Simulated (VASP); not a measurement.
Wanted: the native input for a VASP 6.6.1 run.

- Task: single point
- Functional: LDA
- Potentials or basis: VASP PAW LDA potentials, release 64 (Pb_d)
- Cutoff: 520 eV
- k mesh: 12 × 12 × 4
- Occupations: fermi-dirac, width 0.1 eV
- Spin: no spin polarisation
- Dipole correction: no
- Further INCAR settings: ALGO = Normal; EDIFF = 1e-06; NBANDS = 36

The structure of Pb lies in POSCAR:

```
Pb
1.0
    3.3584694130      0.0000000000      0.0000000000
   -1.6792347065      2.9085198295      0.0000000000
    0.0000000000      0.0000000000     10.9060106835
Pb
4
Direct
    1.0000000000      1.0000000000      0.0000000000
    1.0000000000      1.0000000000      0.5000000000
    0.3333333333      0.6666666667      0.2500000000
    0.6666666667      0.3333333333      0.7500000000
```

This isn't the form of Pb at room conditions, which is fcc.

The input as run:

INCAR

```
ALGO = Normal
EDIFF = 1E-6
ENCUT = 520
ISIF = 2
ISMEAR = -1
LASPH = T
LCHARG = F
LREAL = F
LWAVE = F
NBANDS = 36
NELM = 80
PREC = Accurate
SIGMA = 0.1
```

KPOINTS

```
k-points
0
Gamma
  12 12 4
```

Potentials or basis: VASP PAW LDA potentials, release 64 (Pb_d).

Run with:

```sh
$ cat potpaw_LDA.64/Pb_d/POTCAR > POTCAR
$ mpirun -np 1 vasp_std > vasp.out
```

It gave:

| Item | Value |
| --- | --- |
| Pressure | 5.7 GPa |
| Band gap on the k mesh | zero (bands 28 and 29 overlap by 8.73 eV) |

Caveat: the cell stands under pressure; spin-orbit coupling is left out, which moves the levels of the heavy elements.

Wall time 4.3 min on 1 thread of Intel Xeon 8259CL, with other jobs on the host, peak memory 0.3 GiB.
